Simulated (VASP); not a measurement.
A run of VASP 6.6.1:

The input POSCAR:

```
As
1.0
    0.0000000000      2.9073249939      2.9073249939
    2.9073249939      0.0000000000      2.9073249939
    2.9073249939      2.9073249939      0.0000000000
As
2
Direct
    0.1250000000      0.1250000000      0.1250000000
    0.8750000000      0.8750000000      0.8750000000
```

Contents of INCAR.step1:

```
SYSTEM = As
PREC     = Accurate       ! precision mode
ENCUT    = 520            ! plane-wave cutoff, eV
ISMEAR   = -1             ! smearing method
SIGMA    = 0.1            ! smearing width, eV
LREAL    = .FALSE.        ! projectors in reciprocal space
LASPH    = .TRUE.         ! aspherical terms in the spheres
NELM     = 100            ! most SCF steps
NBANDS   = 12             ! bands
GGA      = PE             ! functional
ALGO     = Normal         ! electronic algorithm
EDIFF    = 1E-4           ! SCF threshold, eV
LWAVE    = .TRUE.         ! write WAVECAR
LCHARG   = .FALSE.        ! write CHGCAR
```

File INCAR.step2:

```
SYSTEM = As
PREC     = Accurate       ! precision mode
ENCUT    = 520            ! plane-wave cutoff, eV
EDIFF    = 1E-7           ! SCF threshold, eV
ISMEAR   = -1             ! smearing method
SIGMA    = 0.1            ! smearing width, eV
LREAL    = .FALSE.        ! projectors in reciprocal space
LASPH    = .TRUE.         ! aspherical terms in the spheres
NELM     = 100            ! most SCF steps
ALGO     = Normal         ! electronic algorithm
ISIF     = 2              ! what is computed and relaxed
LWAVE    = .FALSE.        ! write WAVECAR
LCHARG   = .FALSE.        ! write CHGCAR
METAGGA  = R2SCAN         ! meta-GGA
LMIXTAU  = .TRUE.       
NBANDS   = 12             ! bands
ISTART   = 1
```

KPOINTS

```
Automatic mesh
0
G
  10 10 10
  0 0 0
```

Potentials or basis: VASP PAW PBE potentials, release 64 (As).

Launch:

```sh
$ cat potpaw_PBE.64/As/POTCAR > POTCAR
$ cp INCAR.step1 INCAR
$ mpirun -np 1 vasp_std > vasp.out
$ cp INCAR.step2 INCAR
$ mpirun -np 1 vasp_std > vasp.out
```

Hardware: 1 thread of Intel(R) Xeon(R) 6975P-C (Granite Rapids), with other jobs on the host.

Estimate the wall time of this run.

Run time: 37 s on 1 thread of Intel(R) Xeon(R) 6975P-C (Granite Rapids), on a shared host, peak memory 0.19 GiB. Counts: k points 47.
